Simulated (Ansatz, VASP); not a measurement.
# Two plane-wave programs on W3C

```
CELL_PARAMETERS angstrom
2.85459 0.00000 0.00000
-1.42730 2.47215 0.00000
0.00000 0.00000 21.69711
ATOMIC_POSITIONS crystal
W 0.66667 0.33333 0.18436
W 0.33333 0.66667 0.29260
W 0.00000 0.00000 0.40084
C 0.00000 0.00000 0.49809
```

Alike in both runs: task single point; functional PBE; k mesh 9 × 9 × 1; occupations gaussian, width 0.1 eV; no spin polarisation.

|  | VASP | Ansatz |
| --- | --- | --- |
| version | VASP 6.6.1 | Ansatz 0.2.0 |
| potentials or method | VASP PAW PBE potentials, release 64 (W_sv, C), cutoff 520 eV | scalar-relativistic, plane waves, PAW |
| valence electrons in the cell | 46 | 46 |

```tsv
	VASP	Ansatz	Ansatz less VASP
gap on the k mesh at the Fermi level (eV)	none	none	-
rms of the force components (eV/Å)	0.924	0.930	+0.0058
```

Atom by atom the forces differ by 0.013 eV/Å (rms over components). A gap of «none» marks a metal or a gap that the smearing closes.

Spin-orbit coupling is off throughout.
